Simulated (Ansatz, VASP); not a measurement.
## BN: VASP beside Ansatz

```
N B
1.0
     2.55394    0.00000    0.00000
    -1.27697    2.21178    0.00000
     0.00000    0.00000    4.22685
N B
2 2
Direct
  0.33333 0.66667 0.12528
  0.66667 0.33333 0.62528
  0.33333 0.66667 0.49972
  0.66667 0.33333 0.99972
```

Alike in both runs: task relaxation of cell and atoms; functional PBEsol; k mesh 12 × 12 × 6; occupations fermi-dirac, width 0.05 eV; no spin polarisation.

|  | VASP | Ansatz |
| --- | --- | --- |
| version | VASP 6.6.1 | Ansatz 0.2.0 |
| potentials or method | VASP PAW PBE potentials, release 64 (N, B), cutoff 600 eV | all-electron LAPW, scalar-relativistic |

```csv
,VASP,Ansatz,Ansatz less VASP
relaxed volume (Å³/atom),5.88,5.88,-0.004
relaxed cell length with the largest relative difference (Å),2.542,2.541,-0.0007
```

VASP's potentials were made for PBE, not for PBEsol. Ansatz ran all-electron here, and VASP with PAW potentials.
